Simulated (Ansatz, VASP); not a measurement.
## CaZrN in VASP and in Ansatz

```xyz
6
Lattice="4.1899 0.0000 0.0000 0.0000 4.1899 0.0000 0.0000 0.0000 7.0598" Properties=species:S:1:pos:R:3 pbc="T T T"
Ca    0.0000    0.0000    5.2948
Ca    0.0000    0.0000    1.7649
Zr    2.0949    2.0949    0.0000
Zr    2.0949    2.0949    3.5299
N     2.0949    0.0000    3.5299
N     0.0000    2.0949    0.0000
```

Change from the starting cell: species swapped into the YCoC type (P4_2/mmc, No. 131).

Alike in both runs: functional PBE; k mesh 10 × 10 × 6; occupations gaussian, width 0.1 eV; no spin polarisation.

Ansatz relaxed the structure, and its values are those at the end. VASP's run is a single point on that final structure, the one shown.

```csv
,VASP,Ansatz
version,VASP 6.6.1,Ansatz 0.2.0
potentials or method,"VASP PAW PBE potentials, release 64 (Ca_sv, Zr_sv, N), cutoff 520 eV","scalar-relativistic, plane waves, PAW"
valence electrons in the cell,54,54
```

|  | VASP | Ansatz | Ansatz less VASP |
| --- | --- | --- | --- |
| gap on the k mesh at the Fermi level (eV) | none | none | - |
| pressure (GPa) | 0.1 | 0.0 | -0.14 |

A gap of «none» marks a metal or a gap that the smearing closes.
